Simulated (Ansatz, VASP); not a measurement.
## CdSe: VASP beside Ansatz

INCAR

```
SYSTEM = CdSe
PREC = Accurate
ENCUT = 600
EDIFF = 1E-6
ISMEAR = 0
SIGMA = 0.02
LREAL = .FALSE.
LASPH = .TRUE.
NELM = 100
ALGO = Normal
ISIF = 3
LWAVE = .FALSE.
LCHARG = .FALSE.
IBRION = 2
NSW = 100
EDIFFG = -0.002
```

KPOINTS

```
regular mesh
0
G
  9 9 4
  0 0 0
```

Contents of POSCAR:

```
CdSe
1.0
    4.3460853800      0.0000000000      0.0000000000
   -2.1730426900      3.7638203500      0.0000000000
    0.0000000000      0.0000000000      7.0898398800
Cd Se
2 2
Direct
    0.6666666700      0.3333333300      0.4999533600
    0.3333333300      0.6666666700      0.9999533600
    0.6666666700      0.3333333300      0.8759066400
    0.3333333300      0.6666666700      0.3759066400
```

Input for Ansatz:

```yaml
crystal:
  lattice:
    - [4.34608538, 0.0, 0.0]
    - [-2.17304269, 3.76382035, 0.0]
    - [0.0, 0.0, 7.08983988]
  atoms:
    - { symbol: Cd, position: [0.66666667, 0.33333333, 0.49995336] }
    - { symbol: Cd, position: [0.33333333, 0.66666667, 0.99995336] }
    - { symbol: Se, position: [0.66666667, 0.33333333, 0.87590664] }
    - { symbol: Se, position: [0.33333333, 0.66666667, 0.37590664] }
basis:
  ecutwfc: 420
kpoints:
  mp_grid: { grid: [9, 9, 4] }
hamiltonian:
  xc: lda
  pseudopotentials: { kind: paw, azcp: { folder: soft_1 } }
scf:
  occupations: { method: gaussian, width: 0.02 }
output:
  forces: true
  stress: true
  eigenvalues: true
  write_density: true
  write_potential: true
  elf: true
  volumetric_format: npy
relax:
  adjacent_minimum: "off"
  f_tol: 0.002
  max_steps: 80
  cell: { stress_tol: 0.02 }
```

Alike in both runs: task relaxation of cell and atoms; functional LDA; k mesh 9 × 9 × 4; occupations gaussian, width 0.02 eV; no spin polarisation.

```csv
,VASP,Ansatz
version,VASP 6.6.1,Ansatz 0.2.0
potentials or method,"VASP PAW LDA potentials, release 64 (Cd, Se), cutoff 600 eV","scalar-relativistic, plane waves, PAW"
valence electrons in the cell,36,72
```

Ansatz gave:

| Property | Result |
| --- | --- |
| gap on the k mesh at the Fermi level, each at its own relaxed structure (eV) | 0.46 |
| relaxed volume (Å³/atom) | 27.11 |
| relaxed length of the cell vector where the two differ most in proportion (Å) | 4.248 |

Q: Which values does VASP return?

A: gap on the k mesh at the Fermi level, each at its own relaxed structure (eV): 0.48; relaxed volume (Å³/atom): 27.32; relaxed length of the cell vector where the two differ most in proportion (Å): 4.259.

Ansatz warns that its potentials were made for another functional, while VASP's fit it. LDA's correlation is that of Perdew and Zunger in VASP and of Perdew and Wang (1992) in Ansatz. VASP's potentials hold 36 valence electrons a cell and Ansatz's 72, so a difference there can come from the potentials and not from the codes.
